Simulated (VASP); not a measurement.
# B8N7 (a cell with a defect) in VASP: notebook, part 2 of 2

VASP 6.6.1. Earlier steps stand in the parts before.

## (3) Single point, PBE

File INCAR:

```
SYSTEM = B8N7
PREC = Accurate
ENCUT = 520
EDIFF = 1E-6
ISMEAR = 0
SIGMA = 0.05
LREAL = Auto
LASPH = .True.
NELM = 60
ALGO = Normal
ISIF = 2
LWAVE = .False.
LCHARG = .False.
GGA = PE
NBANDS = 42
NELECT = 56.0
```

File KPOINTS:

```
regular mesh
0
Gamma
  6 6 6
  0 0 0
```

File POSCAR:

```
B8N7
1.0
    0.0000000000      0.0000000000     -5.0982823342
    4.4227374162      0.0000000000     -2.5491411671
    0.0000000000     -4.4227374162     -2.5491411671
B N
8 7
Direct
    0.5757144903      0.1742855097      0.1742855097
    0.0757144903      0.1742855097      0.1742855097
    0.5000000000      0.3257144903      0.6742855097
    0.0000000000      0.3257144903      0.6742855097
    0.5000000000      0.6742855097      0.3257144903
    0.0000000000      0.6742855097      0.3257144903
    0.9242855097      0.8257144903      0.8257144903
    0.4242855097      0.8257144903      0.8257144903
    0.7500000000      0.8126165678      0.1873834322
    0.6873834322      0.3126165678      0.3126165678
    0.1873834322      0.3126165678      0.3126165678
    0.3126165678      0.6873834322      0.6873834322
    0.8126165678      0.6873834322      0.6873834322
    0.2300150135      0.0199849865      1.0199849865
    0.7500000000      0.1873834322      0.8126165678
```

Potentials or basis: VASP PAW PBE potentials, release 64 (B, N).

Run with:

```console
$ cat potpaw_PBE.64/B/POTCAR potpaw_PBE.64/N/POTCAR > POTCAR
$ mpirun -np 1 vasp_std > vasp.out
```

OUTCAR:

```text
SYSTEM = B8N7
   PREC = Accurate
   ENCUT = 520
   EDIFF = 1E-6
   ISMEAR = 0
   LREAL = Auto
   LASPH = .True.
   NELM = 60
   ISIF = 2
   GGA = PE
   NELECT = 56.0

 ion  position               nearest neighbor table
   1  0.576  0.174  0.174-  10 1.54  11 1.54   9 1.60  15 1.60
   2  0.076  0.174  0.174-  14 0.97  11 1.54  10 1.54
   3  0.500  0.326  0.674-  15 1.54  12 1.60  10 1.60
[... 1296 lines left out ...]
  energy-cutoff  :      520.00
  volume of cell :       99.73
      direct lattice vectors                 reciprocal lattice vectors
     0.000000000  0.000000000 -5.098282334    -0.113052156  0.113052156 -0.196144492
     4.422737416  0.000000000 -2.549141167     0.226104312  0.000000000  0.000000000
     0.000000000 -4.422737416 -2.549141167     0.000000000 -0.226104312  0.000000000

 POSITION                                       TOTAL-FORCE (eV/Angst)
 -----------------------------------------------------------------------------------
      0.77082     -0.77082     -3.82371        -0.400887      0.400887      0.000000
      0.77082     -0.77082     -1.27457        46.057456    -46.057456     -0.000000
      1.44055     -2.98219     -5.09828         2.182428      2.186444     -4.380639
      1.44055     -2.98219     -2.54914         2.182428      2.186444      4.380639
      2.98219     -1.44055     -5.09828        -2.186444     -2.182428     -4.380639
      2.98219     -1.44055     -2.54914        -2.186444     -2.182428      4.380639
      3.65192     -3.65192     -8.92199         0.458110     -0.458110      0.000000
      3.65192     -3.65192     -6.37285       -10.039794     10.039794      0.000000
      3.59399     -0.82875     -6.37285         0.351985      0.435137      0.000000
      1.38262     -1.38262     -5.09828         1.547862     -1.547862      2.777689
      1.38262     -1.38262     -2.54914         1.547862     -1.547862     -2.777689
      3.04012     -3.04012     -5.09828        -0.446858      0.446858      1.445343
      3.04012     -3.04012     -7.64742        -0.446858      0.446858     -1.445343
      0.08839     -0.08839     -1.27457       -38.185708     38.185708     -0.000000
      0.82875     -3.59399     -6.37285        -0.435137     -0.351985      0.000000
 -----------------------------------------------------------------------------------
    total drift:                               -0.000715      0.000715     -0.000002

  FREE ENERGIE OF THE ION-ELECTRON SYSTEM (eV)
  ---------------------------------------------------
  free  energy   TOTEN  =      -130.0572174009 eV

  energy  without entropy=     -130.0559362713  energy(sigma->0) =     -130.05657684
```

stdout:

```text
POSCAR found type information on POSCAR B N
 POSCAR found :  2 types and      15 ions
 scaLAPACK will be used
 LDA part: xc-table for (Slater+PW92), standard interpolation
 -----------------------------------------------------------------------------
|                                                                             |
|           W    W    AA    RRRRR   N    N  II  N    N   GGGG   !!!           |
|           W    W   A  A   R    R  NN   N  II  NN   N  G    G  !!!           |
|           W    W  A    A  R    R  N N  N  II  N N  N  G       !!!           |
|           W WW W  AAAAAA  RRRRR   N  N N  II  N  N N  G  GGG   !            |
|           WW  WW  A    A  R   R   N   NN  II  N   NN  G    G                |
|           W    W  A    A  R    R  N    N  II  N    N   GGGG   !!!           |
|                                                                             |
|     The distance between some ions is very small. Please check the          |
|     nearest-neighbor list in the OUTCAR file.                               |
|     I HOPE YOU KNOW WHAT YOU ARE DOING!                                     |
|                                                                             |
 -----------------------------------------------------------------------------

 POSCAR, INCAR and KPOINTS ok, starting setup
 FFT: planning ... GRIDC
 FFT: planning ... GRID_SOFT
 FFT: planning ... GRID
 WAVECAR not read
 entering main loop
 the old and the new charge density differ
 old charge density:    59.00000 new   56.00000
    0.230E+01
```

It took 12 min on 1 thread of Intel Xeon Platinum 8259CL at 2.50GHz (Skylake/Cascade Lake), shared host; peak memory 0.29 GiB.

What came out:

* Free energy: -130.0572 eV
* Largest force: 65.135 eV/Å

Forces on the atoms (eV/Å):
```
B    -0.401   0.401   0.000
B    46.057 -46.057   0.000
B     2.182   2.186  -4.381
B     2.182   2.186   4.381
B    -2.186  -2.182  -4.381
B    -2.186  -2.182   4.381
B     0.458  -0.458   0.000
B   -10.040  10.040   0.000
N     0.352   0.435   0.000
N     1.548  -1.548   2.778
N     1.548  -1.548  -2.778
N    -0.447   0.447   1.445
N    -0.447   0.447  -1.445
N   -38.186  38.186   0.000
N    -0.435  -0.352   0.000
```

Levels at points of the mesh, in eV from the Fermi level:
```tsv
k point	band 26	band 27	band 28	band 29	band 30	band 31
(0.00, 0.00, 0.00)	-0.84	-0.81	-0.34	-0.23	2.54	5.40
(0.50, 0.00, 0.00)	-1.48	-1.36	-0.46	0.88	2.15	3.04
(0.50, 0.50, 0.00)	-1.67	-1.62	-0.71	1.33	2.45	2.85
(0.00, 0.50, 0.00)	-1.62	-1.07	0.14	0.22	1.48	3.73
(0.00, 0.50, 0.50)	-2.20	-1.99	-1.18	0.31	1.96	2.67
```

Caveat: the cell carries a net charge on a neutralising background, which shifts energy and pressure; the cell differs from its parent crystal (atoms taken out, atom 14 moved 0.500 of the way to it and -0.125 Å across, host rigid); the cell is charged against a uniform background, so pressure and absolute levels hang on convention; atoms lie so close that the PAW spheres overlap strongly, which falsifies energies and pressures.
